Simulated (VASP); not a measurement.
Runs of VASP 6.6.1 on Tl. The structure is that of space group P6_3/mmc (No. 194), or close to it. The cells are those of the table. 

```tsv
cell	gap on the mesh (eV)	pressure (GPa)
a = 3.690, b = 3.690, c = 5.738 Å, angles 90.0, 90.0, 120.0°, 2 atoms	none	-0.1
a = 3.536, b = 3.536, c = 5.498 Å, angles 90.0, 90.0, 120.0°, 2 atoms	none	(a)
a = 3.739, b = 3.739, c = 5.813 Å, angles 90.0, 90.0, 120.0°, 2 atoms	none	-0.7
a = 3.589, b = 3.589, c = 5.581 Å, angles 90.0, 90.0, 120.0°, 2 atoms	none	(b)
a = 3.832, b = 3.832, c = 5.959 Å, angles 90.0, 90.0, 120.0°, 2 atoms	none	-1.7
a = 3.786, b = 3.786, c = 5.887 Å, angles 90.0, 90.0, 120.0°, 2 atoms	none	-1.3
a = 3.640, b = 3.640, c = 5.660 Å, angles 90.0, 90.0, 120.0°, 2 atoms	none	0.8
```

Alike in all rows: task single point; level RPBE; potentials or basis VASP PAW PBE potentials, release 64 (Tl_d); no spin polarisation; k mesh 16 × 16 × 9; cutoff (eV) 520; smearing fermi-dirac 0.1 eV.

**Question.** Estimate the missing entries.

**Answer.** (a) 3.5; (b) 2.0.

Caveats: the PAW data sets were made with another functional, which shifts forces and pressure a little; spin-orbit coupling is left out, which moves the levels of the heavy elements; the cell stands under pressure (at least some runs).

A k mesh can miss the band edges, and the runs leave out spin-orbit coupling on Tl.

A gap of «none» marks levels without a gap at the run's occupations.
